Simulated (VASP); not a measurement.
# Na (P6_3/mmc) in VASP: settings compared

Na is run at these levels: r2SCAN, PBEsol; tasks: single point.

Everything below comes from runs of VASP 6.6.1. Logs are shortened: lines on timing, memory, paths and dates and some standing lists are left out, and cuts for length are marked.

## (1) The cell of the first run

The structure is hexagonal, space group P6_3/mmc (No. 194). Conventional cell: a = 3.725 Å, b = 3.725 Å, c = 12.620 Å, α = 90.00°, β = 90.00°, γ = 120.00°. Na (site symmetry -6m2) has 12 Na at 3.72 to 3.82 Å within 4.9 Å. Within 4.9 Å of Na (site symmetry -3m) lie 12 Na at 3.72 to 3.82 Å.

## (2) Single point, r2SCAN

POSCAR reads:

```
Na
1.0
    3.7248896839      0.0000000000      0.0000000000
   -1.8624448419      3.2258490925      0.0000000000
    0.0000000000      0.0000000000     12.6203525792
Na
4
Direct
    0.6666666667      0.3333333333      0.7500000000
    0.0000000000      0.0000000000      0.5000000000
    0.3333333333      0.6666666667      0.2500000000
    0.0000000000      0.0000000000      0.0000000000
```

INCAR.step1 reads:

```
SYSTEM = Na
PREC = Accurate
ENCUT = 520
ISMEAR = -1
SIGMA = 0.05
LREAL = .FALSE.
LASPH = .TRUE.
NELM = 60
NBANDS = 22
GGA = PE
ALGO = Normal
EDIFF = 1E-4
LWAVE = .TRUE.
LCHARG = .FALSE.
```

INCAR.step2 reads:

```
SYSTEM = Na
PREC = Accurate
ENCUT = 520
EDIFF = 1E-6
ISMEAR = -1
SIGMA = 0.05
LREAL = .FALSE.
LASPH = .TRUE.
NELM = 60
ALGO = Normal
ISIF = 2
LWAVE = .FALSE.
LCHARG = .TRUE.
METAGGA = R2SCAN
LMIXTAU = .TRUE.
LELF = .TRUE.
LVHAR = .TRUE.
NBANDS = 22
ISTART = 1
```

KPOINTS reads:

```
regular mesh
0
G
  8 8 3
  0 0 0
```

Potentials or basis: VASP PAW PBE potentials, release 64 (Na_pv).

On the command line:

```console
$ cat potpaw_PBE.64/Na_pv/POTCAR > POTCAR
$ cp INCAR.step1 INCAR
$ mpirun -np 1 vasp_std > vasp.out
$ cp INCAR.step2 INCAR
$ mpirun -np 1 vasp_std > vasp.out
```

OUTCAR:

```text
SYSTEM = Na
   PREC = Accurate
   ENCUT = 520
   EDIFF = 1E-6
   ISMEAR = -1
   LREAL = .FALSE.
   LASPH = .TRUE.
   NELM = 60
   ISIF = 2
   METAGGA = R2SCAN
   ISTART = 1

 ion  position               nearest neighbor table
   1  0.667  0.333  0.750-
   2  0.000  0.000  0.500-
   3  0.333  0.667  0.250-
   4  0.000  0.000  0.000-

  LATTYP: Found a hexagonal cell.
 ALAT       =     3.7248896839
 C/A-ratio  =     3.3881144544

  Lattice vectors:

 A1 = (   3.7248896839,   0.0000000000,   0.0000000000)
 A2 = (  -1.8624448419,   3.2258490925,   0.0000000000)
 A3 = (   0.0000000000,   0.0000000000,  12.6203525792)

Analysis of symmetry for initial positions (statically):
=====================================================================
 Subroutine PRICEL returns:
 Original cell was already a primitive cell.

 Routine SETGRP: Setting up the symmetry group for a
 hexagonal supercell.

 Subroutine GETGRP returns: Found 24 space group operations
 (whereof 12 operations were pure point group operations)
 out of a pool of 24 trial point group operations.

The static configuration has the point symmetry D_3d.
 The point group associated with its full space group is D_6h.

Analysis of symmetry for dynamics (positions and initial velocities):
=====================================================================
 Subroutine PRICEL returns:
 Original cell was already a primitive cell.

 Routine SETGRP: Setting up the symmetry group for a
 hexagonal supercell.

 Subroutine GETGRP returns: Found 24 space group operations
 (whereof 12 operations were pure point group operations)
 out of a pool of 24 trial point group operations.

The dynamic configuration has the point symmetry D_3d.
 The point group associated with its full space group is D_6h.

 Subroutine INISYM returns: Found 24 space group operations
 (whereof 12 operations are pure point group operations),
 and found     1 'primitive' translations

----------------------------------------------------------------------------------------

                                     Primitive cell

  volume of cell :     151.6453

  direct lattice vectors                    reciprocal lattice vectors
     3.724889684  0.000000000  0.000000000     0.268464326  0.154997951  0.000000000
    -1.862444842  3.225849092  0.000000000     0.000000000  0.309995902  0.000000000
     0.000000000  0.000000000 12.620352579     0.000000000  0.000000000  0.079237089

  length of vectors
     3.724889684  3.724889684 12.620352579     0.309995902  0.309995902  0.079237089

  position of ions in fractional coordinates (direct lattice)
     0.666666667  0.333333333  0.750000000
     0.000000000  0.000000000  0.500000000
     0.333333333  0.666666667  0.250000000
     0.000000000  0.000000000  0.000000000

  ion indices of the primitive-cell ions
   primitive index   ion index
                 1           1
                 2           2
                 3           3
                 4           4

----------------------------------------------------------------------------------------

 KPOINTS: regular mesh

Automatic generation of k-mesh.
 Grid dimensions read from file:
 generate k-points for:    8    8    3

 Generating k-lattice:

  Cartesian coordinates                     Fractional coordinates (reciprocal lattice)
     0.033558041  0.019374744  0.000000000     0.125000000  0.000000000  0.000000000
     0.000000000  0.038749488  0.000000000     0.000000000  0.125000000  0.000000000
     0.000000000  0.000000000  0.026412363     0.000000000  0.000000000  0.333333333

  Length of vectors
     0.038749488  0.038749488  0.026412363

  Shift w.r.t. Gamma in fractional coordinates (k-lattice)
     0.000000000  0.000000000  0.000000000

 Subroutine IBZKPT returns following result:
 ===========================================

 Found     20 irreducible k-points:

 Following reciprocal coordinates:
            Coordinates               Weight
  0.000000  0.000000  0.000000      1.000000
  0.125000  0.000000  0.000000      6.000000
  0.250000  0.000000  0.000000      6.000000
  0.375000 -0.000000  0.000000      6.000000
  0.500000  0.000000  0.000000      3.000000
  0.125000  0.125000  0.000000      6.000000
[... 12 lines left out ...]
  0.250000  0.250000  0.333333     12.000000
  0.375000  0.250000  0.333333     12.000000
   k-points           NKPTS =     20   k-points in BZ     NKDIM =     20   number of bands    NBANDS=     22
   number of dos      NEDOS =    301   number of ions     NIONS =      4
   total plane-waves  NPLWV =  75264
   dimension x,y,z NGX =    28 NGY =   28 NGZ =   96
   dimension x,y,z NGXF=    56 NGYF=   56 NGZF=  192
   ions per type =               4
   NGX,Y,Z   is equivalent  to a cutoff of  12.50, 12.50, 12.65 a.u.
   NGXF,Y,Z  is equivalent  to a cutoff of  24.99, 24.99, 25.29 a.u.
 SYSTEM =  Na
   PREC   = accura    normal or accurate (medium, high low for compatibility)
   ISTART =      1    job   : 0-new  1-cont  2-samecut
   ICHARG =      0    charge: 1-file 2-atom 10-const
   ISPIN  =      1    spin polarized calculation?
   LNONCOLLINEAR =      F non collinear calculations
   LSORBIT =      F    spin-orbit coupling
   LASPH  =      T    aspherical Exc in radial PAW
   ENCUT  =  520.0 eV  38.22 Ry    6.18 a.u.   6.93  6.93 23.47*2*pi/ulx,y,z
   NELM   =     60;   NELMIN=  2; NELMDL=  0     # of ELM steps
   EDIFF  = 0.1E-05   stopping-criterion for ELM
   LREAL  =      F    real-space projection
   EDIFFG = 0.1E-04   stopping-criterion for IOM
   NSW    =      0    number of steps for IOM
   IBRION =     -1    ionic relax: 0-MD 1-quasi-New 2-CG
   NFREE  =      0    steps in history (QN), initial steepest desc. (CG)
   ISIF   =      2    stress and relaxation
   ISYM   =      2    0-nonsym 1-usesym 2-fastsym
   POTIM  = 0.5000    time-step for ionic-motion
   TEBEG  =    0.0;   TEEND  =   0.0 temperature during run
   PSTRESS=    0.0 pullay stress
   NELECT =      28.0000    total number of electrons
   NUPDOWN=      -1.0000    fix difference up-down
   EMIN   =  10.00;   EMAX   =-10.00  energy-range for DOS
   EFERMI =   0.00;   METHOD = LEGACY
   ISMEAR =    -1;   SIGMA  =   0.05  broadening in eV -4-tet -1-fermi 0-gaus
   EFERMI_NEDOS =   21; number of points for ismear=-14 and -15
   IALGO  =     38    algorithm
   IMIX   =      4    mixing-type and parameters
     AMIX     =   0.40;   BMIX     =  1.00
     AMIX_MAG =   1.60;   BMIX_MAG =  1.00
  volume/ion in A,a.u.               =      37.91       255.84
  Fermi-wavevector in a.u.,A,eV,Ry     =   0.932219  1.761638 11.823897  0.869032
  Thomas-Fermi vector in A             =   2.058794
   LORBIT       =      0    0 simple, 1 ext, 2 COOP (PROOUT), +10 PAW based schemes
   METAGGA = R2SCAN    functional components
   LHFCALC =     F    Hartree Fock is set to
   AEXX    =    0.0000 exact exchange contribution
   IVDW    =     0    specifies the selected vdW correction
   LEPSILON=     F    determine dielectric tensor
   LRPA    =     F    only Hartree local field effects (RPA)
 non-spin polarized calculation
  energy-cutoff  :      520.00
  volume of cell :      151.65
 maximum number of plane-waves:      4110
 NGX is ok and might be reduce to    28
   NGX = 13   NGY = 13   NGZ = 47

 number of electron      28.0000022 magnetization

 Free energy of the ion-electron system (eV)
  ---------------------------------------------------
  ext. energy  EPLUGINS =         0.00000000
  ---------------------------------------------------
  free energy    TOTEN  =       -14.20160148 eV

  energy without entropy =      -14.18424709  energy(sigma->0) =      -14.19292428

 E-fermi :   0.2762     XC(G=0):  -6.8560

 val. band max:        0.1901554256   @ k =   0.2500   0.2500   0.3333
 cond. band min:       0.3266101889   @ k =   0.2500   0.1250   0.3333
 fundamental gap:      0.1364547633
 Fermi energy:         0.2761577563

 k-point     1 :       0.0000    0.0000    0.0000
  band No.  band energies     occupation
      1     -25.7732      2.00000
      2     -25.7586      2.00000
      3     -25.7581      2.00000
      4     -25.7478      2.00000
      5     -25.7476      2.00000
      6     -25.7463      2.00000
[... 14 lines left out ...]
     21      11.1521      0.00000
     22      11.2594      0.00000

 k-point     2 :       0.1250    0.0000    0.0000
  band No.  band energies     occupation
      1     -25.7716      2.00000
      2     -25.7590      2.00000
      3     -25.7587      2.00000
      4     -25.7517      2.00000
      5     -25.7493      2.00000
      6     -25.7490      2.00000
[... 14 lines left out ...]
     21       9.1255      0.00000
     22       9.1950      0.00000

 k-point     3 :       0.2500    0.0000    0.0000
  band No.  band energies     occupation
      1     -25.7676      2.00000
      2     -25.7645      2.00000
      3     -25.7635      2.00000
      4     -25.7610      2.00000
      5     -25.7587      2.00000
      6     -25.7526      2.00000
[... 14 lines left out ...]
     21       6.8298      0.00000
     22       6.9127      0.00000

 k-point     4 :       0.3750   -0.0000    0.0000
  band No.  band energies     occupation
      1     -25.7739      2.00000
      2     -25.7727      2.00000
      3     -25.7704      2.00000
      4     -25.7687      2.00000
      5     -25.7614      2.00000
      6     -25.7546      2.00000
[... 14 lines left out ...]
     21       6.3026      0.00000
     22       6.7311      0.00000

 k-point     5 :       0.5000    0.0000    0.0000
  band No.  band energies     occupation
      1     -25.7780      2.00000
      2     -25.7765      2.00000
      3     -25.7744      2.00000
      4     -25.7727      2.00000
      5     -25.7576      2.00000
      6     -25.7558      2.00000
[... 317 lines left out ...]
 k-point    18 :       0.3750    0.1250    0.3333
  band No.  band energies     occupation
      1     -25.7750      2.00000
      2     -25.7741      2.00000
      3     -25.7724      2.00000
      4     -25.7715      2.00000
      5     -25.7584      2.00000
      6     -25.7578      2.00000
[... 14 lines left out ...]
     21       5.0974      0.00000
     22       5.7605      0.00000

 k-point    19 :       0.2500    0.2500    0.3333
  band No.  band energies     occupation
      1     -25.7713      2.00000
      2     -25.7706      2.00000
      3     -25.7702      2.00000
      4     -25.7692      2.00000
      5     -25.7607      2.00000
      6     -25.7606      2.00000
[... 14 lines left out ...]
     21       4.8872      0.00000
     22       5.4044      0.00000

 k-point    20 :       0.3750    0.2500    0.3333
  band No.  band energies     occupation
      1     -25.7722      2.00000
      2     -25.7714      2.00000
      3     -25.7695      2.00000
      4     -25.7691      2.00000
      5     -25.7639      2.00000
      6     -25.7634      2.00000
[... 14 lines left out ...]
     21       4.3533      0.00000
     22       4.4852      0.00000

------------------------ aborting loop because EDIFF is reached ----------------------------------------

  FORCE on cell =-STRESS in cart. coord.  units (eV):
  Direction    XX          YY          ZZ          XY          YZ          ZX
  --------------------------------------------------------------------------------------
  -------------------------------------------------------------------------------------
  Total        0.3319014      0.3319014     -0.6445416      0.0000000     -0.0000000      0.0000000
  in kB        3.5066359      3.5066359     -6.8097727      0.0000000     -0.0000000      0.0000000
  external PRESSURE =       0.0678331 kB  Pullay stress =       0.0000000 kB

 VOLUME and BASIS-vectors are now :
 -----------------------------------------------------------------------------
  energy-cutoff  :      520.00
  volume of cell :      151.65
      direct lattice vectors                 reciprocal lattice vectors
     3.724889684  0.000000000  0.000000000     0.268464326  0.154997951  0.000000000
    -1.862444842  3.225849092  0.000000000     0.000000000  0.309995902  0.000000000
     0.000000000  0.000000000 12.620352579     0.000000000  0.000000000  0.079237089

 POSITION                                       TOTAL-FORCE (eV/Angst)
 -----------------------------------------------------------------------------------
      1.86244      1.07528      9.46526         0.000000      0.000000     -0.000000
      0.00000      0.00000      6.31018        -0.000000     -0.000000      0.000000
     -0.00000      2.15057      3.15509        -0.000000     -0.000000      0.000000
      0.00000      0.00000      0.00000        -0.000000     -0.000000      0.000000
 -----------------------------------------------------------------------------------
    total drift:                                0.000000     -0.000000      0.000000

  FREE ENERGIE OF THE ION-ELECTRON SYSTEM (eV)
  ---------------------------------------------------
  free  energy   TOTEN  =       -14.2016014813 eV

  energy  without entropy=      -14.1842470886  energy(sigma->0) =      -14.19292428
```

Run time: 2.1 min. Hardware: 1 thread of Intel Xeon 6975P-C (Granite Rapids), shared host; peak memory 0.29 GiB.

Results:

```yaml
Free_energy: -14.2016 eV
Pressure: 0.0 GPa
Band_gap_on_the_k_mesh: zero (band 14 reaches 1.48 eV, above the bottom of band 15 at -2.12 eV)
```

Stress tensor (GPa, compression positive):
```
 0.35  0.00  0.00
 0.00  0.35  0.00
 0.00  0.00 -0.68
```

Levels at points of the mesh, in eV from the Fermi level:
```csv
k point,band 11,band 12,band 13,band 14,band 15,band 16,band 17,band 18
"(0.00, 0.00, 0.00)",-26.02,-26.02,-3.43,-2.40,-2.40,0.33,0.94,5.45
"(0.50, 0.00, 0.00)",-26.03,-26.02,0.33,0.46,1.09,1.25,1.66,1.78
```

Caveat: the PAW data sets were made with another functional, which shifts forces and pressure a little.

## (3) Single point, PBEsol

This run uses another cell than the first one, of 37.17 Å³/atom, 0.980 times its volume.

INCAR reads:

```
SYSTEM = Na
ALGO = Fast
EDIFF = 1E-6
ENCUT = 520
GGA = PS
ISIF = 2
ISMEAR = -1
LASPH = .TRUE.
LCHARG = .TRUE.
LELF = .TRUE.
LREAL = .FALSE.
LVHAR = .TRUE.
LWAVE = .FALSE.
NBANDS = 22
NELM = 100
PREC = Accurate
SIGMA = 0.05
```

KPOINTS reads:

```
k-points
0
G
  8 8 3
  0 0 0
```

POSCAR reads:

```
Na
1.0
    3.7003831212      0.0000000000      0.0000000000
   -1.8501915606      3.2046257867      0.0000000000
    0.0000000000      0.0000000000     12.5373215400
Na
4
Direct
    0.6666666667      0.3333333333      0.7500000000
    0.0000000000      0.0000000000      0.5000000000
    0.3333333333      0.6666666667      0.2500000000
    0.0000000000      0.0000000000      0.0000000000
```

Potentials or basis: VASP PAW PBE potentials, release 64 (Na_pv).

On the command line:

```console
$ cat potpaw_PBE.64/Na_pv/POTCAR > POTCAR
$ mpirun -np 1 vasp_std > vasp.out
```

It took 33 s on 1 thread of Intel Xeon 6975P-C (Granite Rapids), shared host; peak memory 0.25 GiB.

It converged, with:

```
Free energy            : -5.5852 eV
Pressure               : -0.2 GPa
Band gap on the k mesh : zero (band 14 reaches 1.44 eV, above the bottom of band 15 at -1.99 eV)
```

Stress tensor (GPa, compression positive):
```
 0.17  0.00  0.00
 0.00  0.17  0.00
 0.00  0.00 -0.79
```

Levels at points of the mesh, in eV from the Fermi level:
| k point | band 10 | band 11 | band 12 | band 13 | band 14 | band 15 | band 16 | band 17 | band 18 | band 19 |
| --- | --- | --- | --- | --- | --- | --- | --- | --- | --- | --- |
| (0.00, 0.00, 0.00) | -24.77 | -24.77 | -24.77 | -3.26 | -2.28 | -2.28 | 0.40 | 0.76 | 5.13 | 5.13 |
| (0.50, 0.00, 0.00) | -24.78 | -24.78 | -24.78 | 0.35 | 0.42 | 1.10 | 1.19 | 1.51 | 1.59 | 3.79 |

Caveat: the PAW data sets were made with another functional, which shifts forces and pressure a little.
